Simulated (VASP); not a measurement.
# ZnSe2 (Pbca) in VASP: notebook

The runs below take ZnSe2 through single point, with PBEsol.

Program: VASP 6.6.1. These are calculated values, not measurements. Logs are shortened: lines on timing, memory, paths and dates and some standing lists are left out, and cuts for length are marked.

### 1 The cell of the first run

It takes space group Pbca (No. 61, orthorhombic). Conventional cell: a = 5.655 Å, b = 5.655 Å, c = 6.380 Å, α = 90.00°, β = 90.00°, γ = 90.00°. Zn (site symmetry -1) has 6 Se at 2.40 to 2.64 Å within 3.2 Å. Within 3.0 Å of Se (site symmetry 1) lie 1 Se at 2.25 Å and 3 Zn at 2.40 to 2.64 Å.

### 2 Single point, PBEsol

Contents of INCAR:

```
SYSTEM = ZnSe2
PREC = Accurate
ENCUT = 500
EDIFF = 1E-6
ISMEAR = 0
SIGMA = 0.05
LREAL = .False.
LASPH = .True.
NELM = 120
ALGO = Normal
ISIF = 2
LWAVE = .False.
LCHARG = .False.
GGA = PS
NBANDS = 60
GGA_COMPAT = .False.
```

Contents of KPOINTS:

```
Automatic mesh
0
Gamma
  6 6 6
  0 0 0
```

Contents of POSCAR:

```
ZnSe2
1.0
    5.6546558049      0.0000000000      0.0000000000
    0.0000000000      5.6546558049      0.0000000000
    0.0000000000      0.0000000000      6.3795826791
Zn Se
4 8
Direct
    0.5000000000      0.5000000000      0.0000000000
    0.5000000000      0.0000000000      0.5000000000
    0.0000000000      0.5000000000      0.5000000000
    0.0000000000      0.0000000000      0.0000000000
    0.1099579274      0.8900420726      0.3900420726
    0.8900420726      0.3900420726      0.1099579274
    0.3900420726      0.1099579274      0.8900420726
    0.6099579274      0.6099579274      0.6099579274
    0.8900420726      0.1099579274      0.6099579274
    0.1099579274      0.6099579274      0.8900420726
    0.6099579274      0.8900420726      0.1099579274
    0.3900420726      0.3900420726      0.3900420726
```

Potentials or basis: VASP PAW PBE potentials, release 64 (Zn, Se).

Run with:

```bash
cat potpaw_PBE.64/Zn/POTCAR potpaw_PBE.64/Se/POTCAR > POTCAR
mpirun -np 1 vasp_std > vasp.out
```

OUTCAR:

```text
SYSTEM = ZnSe2
   PREC = Accurate
   ENCUT = 500
   EDIFF = 1E-6
   ISMEAR = 0
   LREAL = .False.
   LASPH = .True.
   NELM = 120
   ISIF = 2
   GGA = PS

 ion  position               nearest neighbor table
   1  0.500  0.500  0.000-   6 2.40   7 2.40  10 2.40  11 2.40   8 2.64  12 2.64
   2  0.500  0.000  0.500-   5 2.40   8 2.40   9 2.40  12 2.40  11 2.64   7 2.64
   3  0.000  0.500  0.500-   5 2.40   8 2.40   9 2.40  12 2.40  10 2.64   6 2.64
   4  0.000  0.000  0.000-   6 2.40   7 2.40  10 2.40  11 2.40   5 2.64   9 2.64
   5  0.110  0.890  0.390-   9 2.25   3 2.40   2 2.40   4 2.64
   6  0.890  0.390  0.110-  10 2.25   4 2.40   1 2.40   3 2.64
   7  0.390  0.110  0.890-  11 2.25   4 2.40   1 2.40   2 2.64
   8  0.610  0.610  0.610-  12 2.25   3 2.40   2 2.40   1 2.64
   9  0.890  0.110  0.610-   5 2.25   3 2.40   2 2.40   4 2.64
  10  0.110  0.610  0.890-   6 2.25   4 2.40   1 2.40   3 2.64
  11  0.610  0.890  0.110-   7 2.25   4 2.40   1 2.40   2 2.64
  12  0.390  0.390  0.390-   8 2.25   3 2.40   2 2.40   1 2.64

  LATTYP: Found a simple tetragonal cell.
 ALAT       =     5.6546558049
 C/A-ratio  =     1.1282000000

  Lattice vectors:

 A1 = (   5.6546558049,   0.0000000000,   0.0000000000)
 A2 = (   0.0000000000,   5.6546558049,   0.0000000000)
 A3 = (   0.0000000000,   0.0000000000,   6.3795826791)

Analysis of symmetry for initial positions (statically):
=====================================================================
 Subroutine PRICEL returns:
 Original cell was already a primitive cell.

 Routine SETGRP: Setting up the symmetry group for a
 simple tetragonal supercell.

 Subroutine GETGRP returns: Found  8 space group operations
 (whereof  2 operations were pure point group operations)
 out of a pool of 16 trial point group operations.

The static configuration has the point symmetry S_2 .
 The point group associated with its full space group is D_2h.

Analysis of symmetry for dynamics (positions and initial velocities):
=====================================================================
 Subroutine PRICEL returns:
 Original cell was already a primitive cell.

 Routine SETGRP: Setting up the symmetry group for a
 simple tetragonal supercell.

 Subroutine GETGRP returns: Found  8 space group operations
 (whereof  2 operations were pure point group operations)
 out of a pool of 16 trial point group operations.

The dynamic configuration has the point symmetry S_2 .
 The point group associated with its full space group is D_2h.

 Subroutine INISYM returns: Found  8 space group operations
 (whereof  2 operations are pure point group operations),
 and found     1 'primitive' translations

----------------------------------------------------------------------------------------

                                     Primitive cell

  volume of cell :     203.9880

  direct lattice vectors                    reciprocal lattice vectors
     5.654655805  0.000000000  0.000000000     0.176845423  0.000000000  0.000000000
     0.000000000  5.654655805  0.000000000     0.000000000  0.176845423  0.000000000
     0.000000000  0.000000000  6.379582679     0.000000000  0.000000000  0.156750065

  length of vectors
     5.654655805  5.654655805  6.379582679     0.176845423  0.176845423  0.156750065

  position of ions in fractional coordinates (direct lattice)
     0.500000000  0.500000000  0.000000000
     0.500000000  0.000000000  0.500000000
     0.000000000  0.500000000  0.500000000
     0.000000000  0.000000000  0.000000000
     0.109957927  0.890042073  0.390042073
     0.890042073  0.390042073  0.109957927
     0.390042073  0.109957927  0.890042073
     0.609957927  0.609957927  0.609957927
     0.890042073  0.109957927  0.609957927
     0.109957927  0.609957927  0.890042073
     0.609957927  0.890042073  0.109957927
     0.390042073  0.390042073  0.390042073

  ion indices of the primitive-cell ions
   primitive index   ion index
                 1           1
                 2           2
                 3           3
                 4           4
                 5           5
                 6           6
                 7           7
                 8           8
                 9           9
                10          10
                11          11
                12          12

----------------------------------------------------------------------------------------

 KPOINTS: Automatic mesh

Automatic generation of k-mesh.
 Grid dimensions read from file:
 generate k-points for:    6    6    6

 Generating k-lattice:

  Cartesian coordinates                     Fractional coordinates (reciprocal lattice)
     0.029474237  0.000000000  0.000000000     0.166666667  0.000000000  0.000000000
     0.000000000  0.029474237  0.000000000     0.000000000  0.166666667  0.000000000
     0.000000000  0.000000000  0.026125011     0.000000000  0.000000000  0.166666667

  Length of vectors
     0.029474237  0.029474237  0.026125011

  Shift w.r.t. Gamma in fractional coordinates (k-lattice)
     0.000000000  0.000000000  0.000000000

 Subroutine IBZKPT returns following result:
 ===========================================

 Found     64 irreducible k-points:

 Following reciprocal coordinates:
            Coordinates               Weight
  0.000000  0.000000  0.000000      1.000000
  0.166667  0.000000  0.000000      2.000000
  0.000000  0.166667  0.000000      2.000000
  0.333333  0.000000  0.000000      2.000000
  0.000000  0.333333  0.000000      2.000000
  0.500000  0.000000  0.000000      1.000000
[... 16 lines left out ...]
  0.000000  0.500000  0.166667      2.000000
  0.166667  0.166667  0.166667      8.000000
 [... further k-points ...]
   k-points           NKPTS =     64   k-points in BZ     NKDIM =     64   number of bands    NBANDS=     60
   number of dos      NEDOS =    301   number of ions     NIONS =     12
   total plane-waves  NPLWV =  84672
   dimension x,y,z NGX =    42 NGY =   42 NGZ =   48
   dimension x,y,z NGXF=    84 NGYF=   84 NGZF=   96
   ions per type =               4   8
   NGX,Y,Z   is equivalent  to a cutoff of  12.35, 12.35, 12.51 a.u.
   NGXF,Y,Z  is equivalent  to a cutoff of  24.70, 24.70, 25.02 a.u.
 SYSTEM =  ZnSe2
   PREC   = accura    normal or accurate (medium, high low for compatibility)
   ISTART =      0    job   : 0-new  1-cont  2-samecut
   ICHARG =      2    charge: 1-file 2-atom 10-const
   ISPIN  =      1    spin polarized calculation?
   LNONCOLLINEAR =      F non collinear calculations
   LSORBIT =      F    spin-orbit coupling
   LASPH  =      T    aspherical Exc in radial PAW
   ENCUT  =  500.0 eV  36.75 Ry    6.06 a.u.  10.31 10.31 11.63*2*pi/ulx,y,z
   NELM   =    120;   NELMIN=  2; NELMDL= -5     # of ELM steps
   EDIFF  = 0.1E-05   stopping-criterion for ELM
   LREAL  =      F    real-space projection
   EDIFFG = 0.1E-04   stopping-criterion for IOM
   NSW    =      0    number of steps for IOM
   IBRION =     -1    ionic relax: 0-MD 1-quasi-New 2-CG
   NFREE  =      0    steps in history (QN), initial steepest desc. (CG)
   ISIF   =      2    stress and relaxation
   ISYM   =      2    0-nonsym 1-usesym 2-fastsym
   POTIM  = 0.5000    time-step for ionic-motion
   TEBEG  =    0.0;   TEEND  =   0.0 temperature during run
   PSTRESS=    0.0 pullay stress
   NELECT =      96.0000    total number of electrons
   NUPDOWN=      -1.0000    fix difference up-down
   EMIN   =  10.00;   EMAX   =-10.00  energy-range for DOS
   EFERMI =   0.00;   METHOD = LEGACY
   ISMEAR =     0;   SIGMA  =   0.05  broadening in eV -4-tet -1-fermi 0-gaus
   EFERMI_NEDOS =   21; number of points for ismear=-14 and -15
   IALGO  =     38    algorithm
   IMIX   =      4    mixing-type and parameters
     AMIX     =   0.40;   BMIX     =  1.00
     AMIX_MAG =   1.60;   BMIX_MAG =  1.00
  volume/ion in A,a.u.               =      17.00       114.71
  Fermi-wavevector in a.u.,A,eV,Ry     =   1.273397  2.406371 22.062378  1.621539
  Thomas-Fermi vector in A             =   2.406222
   LORBIT       =      0    0 simple, 1 ext, 2 COOP (PROOUT), +10 PAW based schemes
   GGA     = PS    functional components
   LHFCALC =     F    Hartree Fock is set to
   AEXX    =    0.0000 exact exchange contribution
   IVDW    =     0    specifies the selected vdW correction
   LEPSILON=     F    determine dielectric tensor
   LRPA    =     F    only Hartree local field effects (RPA)
 non-spin polarized calculation
 Gauss-broadening in eV      SIGMA  =   0.05
  energy-cutoff  :      500.00
  volume of cell :      203.99
 maximum number of plane-waves:      5220
 NGX is ok and might be reduce to    42
   NGX = 21   NGY = 21   NGZ = 23

 number of electron      96.0000122 magnetization

 Free energy of the ion-electron system (eV)
  ---------------------------------------------------
  ext. energy  EPLUGINS =         0.00000000
  ---------------------------------------------------
  free energy    TOTEN  =       -38.42090804 eV

  energy without entropy =      -38.42066723  energy(sigma->0) =      -38.42078764

 E-fermi :   6.6560     XC(G=0): -11.1976

 val. band max:        6.6373106518   @ k =   0.0000   0.0000   0.0000
 cond. band min:       6.6734518097   @ k =   0.0000   0.0000   0.0000
 fundamental gap:      0.0361411579
 Fermi energy:         6.6560173964

 k-point     1 :       0.0000    0.0000    0.0000
  band No.  band energies     occupation
      1     -11.2389      2.00000
      2      -9.9055      2.00000
      3      -9.4761      2.00000
      4      -9.4294      2.00000
      5      -7.3201      2.00000
      6      -6.8049      2.00000
[... 52 lines left out ...]
     59      11.7209      0.00000
     60      11.8777      0.00000

 k-point     2 :       0.1667    0.0000    0.0000
  band No.  band energies     occupation
      1     -11.1469      2.00000
      2      -9.8627      2.00000
      3      -9.5969      2.00000
      4      -9.4841      2.00000
      5      -7.2713      2.00000
      6      -6.7819      2.00000
[... 1383 lines left out ...]
      4      -9.5774      2.00000
      5      -7.1964      2.00000
      6      -6.8604      2.00000
[... 52 lines left out ...]
     59      11.2313      0.00000
     60      11.7451      0.00000

 [... further k-points ...]

------------------------ aborting loop because EDIFF is reached ----------------------------------------

  FORCE on cell =-STRESS in cart. coord.  units (eV):
  Direction    XX          YY          ZZ          XY          YZ          ZX
  --------------------------------------------------------------------------------------
  -------------------------------------------------------------------------------------
  Total       33.2637463     33.7100627     16.9502444      0.0000000      0.0000000      0.0000000
  in kB      261.2625264    264.7680169    133.1318381      0.0000000      0.0000000      0.0000000
  external PRESSURE =     219.7207938 kB  Pullay stress =       0.0000000 kB

 VOLUME and BASIS-vectors are now :
 -----------------------------------------------------------------------------
  energy-cutoff  :      500.00
  volume of cell :      203.99
      direct lattice vectors                 reciprocal lattice vectors
     5.654655805  0.000000000  0.000000000     0.176845423  0.000000000  0.000000000
     0.000000000  5.654655805  0.000000000     0.000000000  0.176845423  0.000000000
     0.000000000  0.000000000  6.379582679     0.000000000  0.000000000  0.156750065

 POSITION                                       TOTAL-FORCE (eV/Angst)
 -----------------------------------------------------------------------------------
      2.82733      2.82733      0.00000        -0.000000      0.000000      0.000000
      2.82733      0.00000      3.18979        -0.000000      0.000000      0.000000
      0.00000      2.82733      3.18979        -0.000000      0.000000      0.000000
      0.00000      0.00000      0.00000        -0.000000      0.000000      0.000000
      0.62177      5.03288      2.48831         0.342483     -0.519070     -1.009301
      5.03288      2.20555      0.70149        -0.342483     -0.519070      1.009301
      2.20555      0.62177      5.67810        -0.342483      0.519070     -1.009301
      3.44910      3.44910      3.89128         0.342483      0.519070      1.009301
      5.03288      0.62177      3.89128        -0.342483      0.519070      1.009301
      0.62177      3.44910      5.67810         0.342483      0.519070     -1.009301
      3.44910      5.03288      0.70149         0.342483     -0.519070      1.009301
      2.20555      2.20555      2.48831        -0.342483     -0.519070     -1.009301
 -----------------------------------------------------------------------------------
    total drift:                                0.000000      0.000000     -0.000000

  FREE ENERGIE OF THE ION-ELECTRON SYSTEM (eV)
  ---------------------------------------------------
  free  energy   TOTEN  =       -38.4209080420 eV

  energy  without entropy=      -38.4206672303  energy(sigma->0) =      -38.42078764
```

It took 8.1 min on 1 thread of Intel Xeon Platinum 8488C (Sapphire Rapids), shared host; peak memory 0.63 GiB.

What came out:

- Free energy: -38.4209 eV
- Pressure: 22.0 GPa
- Largest force: 1.186 eV/Å
- Band gap on the k mesh: 0.04 eV

Forces on the atoms (eV/Å):
```
Zn   0.000  0.000  0.000
Zn   0.000  0.000  0.000
Zn   0.000  0.000  0.000
Zn   0.000  0.000  0.000
Se   0.342 -0.519 -1.009
Se  -0.342 -0.519  1.009
Se  -0.342  0.519 -1.009
Se   0.342  0.519  1.009
Se  -0.342  0.519  1.009
Se   0.342  0.519 -1.009
Se   0.342 -0.519  1.009
Se  -0.342 -0.519 -1.009
```

Stress tensor (GPa, compression positive):
```
26.13  0.00  0.00
 0.00 26.48  0.00
 0.00  0.00 13.31
```

Caveat: the cell stands under pressure; the PAW data sets were made with another functional, which shifts forces and pressure a little. A k mesh can miss the band edges.

### 3 Single point, PBEsol (23.48 Å³/atom)

This run uses another cell than the first one, of 23.48 Å³/atom.

Contents of INCAR:

```
PREC = Accurate ; ENCUT = 520
EDIFF = 1E-6 ; ISMEAR = 0
SIGMA = 0.05 ; LREAL = False
LASPH = True ; NELM = 60
ALGO = Normal ; ISIF = 2
LWAVE = False ; LCHARG = True
GGA = PS ; LVHAR = True
NBANDS = 60 ; KPAR = 4
```

Contents of KPOINTS:

```
regular mesh
0
Gamma
  6 6 6
```

POSCAR, as its differences from that of step 2:

```diff
@@ -2,5 +2,5 @@
 1.0
-    5.6546558049      0.0000000000      0.0000000000
-    0.0000000000      5.6546558049      0.0000000000
-    0.0000000000      0.0000000000      6.3795826791
+    6.6883990145      0.0000000000      0.0000000000
+    0.0000000000      6.6883990145      0.0000000000
+    0.0000000000      0.0000000000      6.2971276721
 Zn Se
```

Potentials or basis: VASP PAW PBE potentials, release 64 (Zn, Se).

Run with:

```bash
cat potpaw_PBE.64/Zn/POTCAR potpaw_PBE.64/Se/POTCAR > POTCAR
mpirun -np 4 vasp_std > vasp.out
```

Wall time 4.1 min (4 MPI ranks of AMD EPYC 7R43 (Zen 3), shared host); peak memory 0.85 GiB.

It converged, with:

```
Free energy            : -40.1258 eV
Pressure               : -7.7 GPa
Largest force          : 0.682 eV/Å
Band gap on the k mesh : 0.56 eV (least direct gap 0.72 eV)
```

Forces on the atoms (eV/Å):
```
Zn   0.000  0.000  0.000
Zn   0.000  0.000  0.000
Zn   0.000  0.000  0.000
Zn   0.000  0.000  0.000
Se  -0.445  0.471  0.214
Se   0.445  0.471 -0.214
Se   0.445 -0.471  0.214
Se  -0.445 -0.471 -0.214
Se   0.445 -0.471 -0.214
Se  -0.445 -0.471  0.214
Se  -0.445  0.471 -0.214
Se   0.445  0.471  0.214
```

Stress tensor (GPa, compression positive):
```
-7.89  0.00  0.00
 0.00 -7.89  0.00
 0.00  0.00 -7.26
```

Levels at points of the mesh, in eV from the valence-band top:
| k point | band 44 | band 45 | band 46 | band 47 | band 48 | band 49 | band 50 | band 51 | band 52 | band 53 |
| --- | --- | --- | --- | --- | --- | --- | --- | --- | --- | --- |
| (0.00, 0.00, 0.00) | -0.63 | -0.59 | -0.54 | -0.16 | 0.00 | 1.02 | 1.02 | 1.79 | 1.82 | 1.83 |
| (0.50, 0.00, 0.00) | -1.70 | -1.22 | -1.22 | -0.09 | -0.09 | 1.01 | 1.01 | 1.22 | 1.22 | 2.81 |
| (0.00, 0.50, 0.00) | -1.60 | -1.41 | -1.41 | -0.13 | -0.13 | 1.05 | 1.05 | 1.10 | 1.10 | 2.88 |
| (0.50, 0.50, 0.00) | -1.48 | -1.29 | -1.29 | -1.29 | -1.29 | 1.04 | 1.04 | 1.04 | 1.04 | 2.64 |
| (0.00, 0.00, 0.50) | -1.64 | -0.94 | -0.94 | -0.16 | -0.16 | 1.12 | 1.12 | 1.27 | 1.27 | 2.66 |
| (0.50, 0.00, 0.50) | -1.47 | -1.17 | -1.17 | -1.17 | -1.17 | 1.12 | 1.12 | 1.12 | 1.12 | 2.48 |
| (0.00, 0.50, 0.50) | -1.53 | -1.14 | -1.14 | -1.14 | -1.14 | 1.19 | 1.19 | 1.19 | 1.19 | 2.46 |
| (0.50, 0.50, 0.50) | -1.73 | -1.55 | -1.55 | -1.55 | -1.55 | 1.29 | 1.29 | 1.29 | 1.29 | 2.32 |

Caveat: the cell stands under tension; the PAW data sets were made with another functional, which shifts forces and pressure a little.

### 4 Single point, PBEsol (20.24 Å³/atom)

This run uses another cell than the first one, of 20.24 Å³/atom.

Contents of INCAR:

```
  PREC = Accurate
  ENCUT = 520
  EDIFF = 1E-7
  ISMEAR = 0
  SIGMA = 0.05
  LREAL = F
  LASPH = T
  NELM = 60
  ALGO = Normal
  ISIF = 2
  LWAVE = F
  LCHARG = F
  GGA = PS
  NBANDS = 60
```

KPOINTS is that of step 3.

POSCAR, as its differences from that of step 3:

```diff
@@ -2,5 +2,5 @@
 1.0
-    6.6883990145      0.0000000000      0.0000000000
-    0.0000000000      6.6883990145      0.0000000000
-    0.0000000000      0.0000000000      6.2971276721
+    6.4948178490      0.0000000000      0.0000000000
+    0.0000000000      6.4948178490      0.0000000000
+    0.0000000000      0.0000000000      5.7570065413
 Zn Se
```

Run with:

```bash
cat potpaw_PBE.64/Zn/POTCAR potpaw_PBE.64/Se/POTCAR > POTCAR
mpirun -np 1 vasp_std > vasp.out
```

Run time: 24 min. Hardware: 1 thread of Oxide Virtual Turin-like, shared host; peak memory 0.74 GiB.

Results (log left out):

```
Free energy            : -40.8743 eV
Pressure               : 1.5 GPa
Largest force          : 0.131 eV/Å
Band gap on the k mesh : 0.84 eV (least direct gap 0.96 eV)
```

Forces in eV/Å, atoms in the order of the input:
```
Zn   0.000  0.000  0.000
Zn   0.000  0.000  0.000
Zn   0.000  0.000  0.000
Zn   0.000  0.000  0.000
Se  -0.067  0.107 -0.034
Se   0.067  0.107  0.034
Se   0.067 -0.107 -0.034
Se  -0.067 -0.107  0.034
Se   0.067 -0.107  0.034
Se  -0.067 -0.107 -0.034
Se  -0.067  0.107  0.034
Se   0.067  0.107 -0.034
```

Stress tensor (GPa, compression positive):
```
-0.65  0.00  0.00
 0.00 -0.49  0.00
 0.00  0.00  5.54
```

Levels at points of the mesh, in eV from the valence-band top:
| k point | band 45 | band 46 | band 47 | band 48 | band 49 | band 50 | band 51 | band 52 |
| --- | --- | --- | --- | --- | --- | --- | --- | --- |
| (0.00, 0.00, 0.00) | -0.70 | -0.56 | -0.37 | 0.00 | 0.96 | 2.04 | 2.05 | 2.16 |
| (0.50, 0.00, 0.00) | -1.37 | -1.37 | -0.07 | -0.07 | 1.16 | 1.16 | 1.32 | 1.32 |
| (0.00, 0.50, 0.00) | -1.75 | -1.75 | -0.19 | -0.19 | 1.03 | 1.03 | 1.29 | 1.29 |
| (0.50, 0.50, 0.00) | -1.50 | -1.50 | -1.50 | -1.50 | 1.09 | 1.09 | 1.09 | 1.09 |
| (0.00, 0.00, 0.50) | -0.68 | -0.68 | -0.23 | -0.23 | 1.38 | 1.38 | 1.53 | 1.53 |
| (0.50, 0.00, 0.50) | -1.19 | -1.19 | -1.19 | -1.19 | 1.26 | 1.26 | 1.26 | 1.26 |
| (0.00, 0.50, 0.50) | -1.18 | -1.18 | -1.18 | -1.18 | 1.45 | 1.45 | 1.45 | 1.45 |
| (0.50, 0.50, 0.50) | -1.83 | -1.83 | -1.83 | -1.83 | 1.36 | 1.36 | 1.36 | 1.36 |

Caveat: the PAW data sets were made with another functional, which shifts forces and pressure a little. A k mesh can miss the band edges.

(Part 1 of 2 ends here.)
